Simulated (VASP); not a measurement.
Set up this calculation in VASP 6.6.1, as the native input.

- Task: relaxation of cell and atoms
- Functional: r2SCAN
- Potentials or basis: VASP PAW PBE potentials, release 64 (Ta_pv)
- Cutoff: 600 eV
- k mesh: 18 × 18 × 18
- Occupations: gaussian, width 0.1 eV
- Spin: no spin polarisation
- Target pressure: -2 GPa
- Dipole correction: no
- Further INCAR settings: ALGO = Normal; EDIFF = 1e-06; IBRION = 2; EDIFFG = -0.008; NSW = 70; ISIF = 3

Crystal: Ta.

```xyz
1
Lattice="-1.6629 1.6629 1.6629 1.6629 -1.6629 1.6629 1.6629 1.6629 -1.6629" Properties=species:S:1:pos:R:3 pbc="T T T"
Ta    0.0000    0.0000    0.0000
```

The input as run:

POSCAR

```
Ta
1.0
   -1.6628575258      1.6628575258      1.6628575258
    1.6628575258     -1.6628575258      1.6628575258
    1.6628575258      1.6628575258     -1.6628575258
Ta
1
Direct
    0.0000000000      0.0000000000      0.0000000000
```

INCAR.step1

```
SYSTEM = Ta
PREC = Accurate
ENCUT = 600
ISMEAR = 0
SIGMA = 0.1
LREAL = .FALSE.
LASPH = .TRUE.
NELM = 80
GGA = PE
ALGO = Normal
EDIFF = 1E-4
LWAVE = .TRUE.
LCHARG = .FALSE.
```

INCAR.step2

```
SYSTEM = Ta
PREC = Accurate
ENCUT = 600
EDIFF = 1E-6
ISMEAR = 0
SIGMA = 0.1
LREAL = .FALSE.
LASPH = .TRUE.
NELM = 80
ALGO = Normal
ISIF = 3
LWAVE = .FALSE.
LCHARG = .FALSE.
METAGGA = R2SCAN
LMIXTAU = .TRUE.
IBRION = 2
NSW = 70
EDIFFG = -0.008
PSTRESS = -20.0
ISTART = 1
```

KPOINTS

```
Automatic mesh
0
G
  18 18 18
  0 0 0
```

Potentials or basis: VASP PAW PBE potentials, release 64 (Ta_pv).

Command:

```console
$ cat potpaw_PBE.64/Ta_pv/POTCAR > POTCAR
$ cp INCAR.step1 INCAR
$ mpirun -np 1 vasp_std > vasp.out
$ cp INCAR.step2 INCAR
$ mpirun -np 1 vasp_std > vasp.out
```

Results of the run:

| Item | Value |
| --- | --- |
| Relaxed volume | 18.28 Å³/atom |
| Relaxed cell | a = 2.874 Å, b = 2.874 Å, c = 2.874 Å, α = 109.47°, β = 109.47°, γ = 109.47° |
| Space group after relaxing (to 0.05 Å) | Im-3m (No. 229) |
| Energy change on relaxing (the enthalpy is what falls) | -1.8 meV/atom |
| Ionic steps | 3 |
| Pressure after relaxing | -2.0 GPa |

Caveat: the cell is relaxed towards a set pressure, so the enthalpy falls and the energy may rise; the PAW data sets were made with another functional, which shifts forces and pressure a little.

Run time: 3.1 min on 1 thread of Intel(R) Xeon(R) Platinum 8259CL CPU @ 2.50GHz (Skylake/Cascade Lake), with other jobs on the host, peak memory 0.18 GiB.
